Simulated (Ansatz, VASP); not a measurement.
## Two plane-wave programs on SiC

```
Si C
1.0
     4.43913    0.15879    0.13128
    -0.15879   -4.34292    0.11100
    -0.13128    0.11100   -4.24321
Si C
4 4
Cartesian
  -0.1530 -2.1750 -2.2796
  2.2510 0.1111 -2.1901
  2.2291 -2.0349 0.0665
  0.0965 0.0986 0.1293
  2.9609 -3.2708 -2.9364
  0.8415 -0.9105 -3.1264
  1.1255 -3.0844 -0.8650
  3.0957 -0.9535 -0.8011
```

Change from the starting cell: all atoms moved at random (sigma 0.1 Å a component), cell strained at random (sigma 0.03).

Alike in both runs: task single point; functional r2SCAN; k mesh 6 × 6 × 6; occupations gaussian, width 0.05 eV; no spin polarisation.

|  | VASP | Ansatz |
| --- | --- | --- |
| version | VASP 6.6.1 | Ansatz 0.2.0 |
| potentials or method | VASP PAW PBE potentials, release 64 (Si, C), cutoff 520 eV | scalar-relativistic, plane waves, PAW |
| valence electrons in the cell | 32 | 32 |

```tsv
	VASP	Ansatz	Ansatz less VASP
gap on the k mesh at the Fermi level (eV)	none	none	-
pressure (GPa)	16.8	17.1	+0.32
traceless stress, the component that is largest in VASP (GPa)	-21.77	-21.81	-0.039
rms of the force components (eV/Å)	4.737	4.762	+0.0244
```

VASP's potentials were made for PBE, not for r2SCAN. Atom by atom the forces differ by 0.029 eV/Å (rms over components). A gap of «none» marks a metal or a gap that the smearing closes.
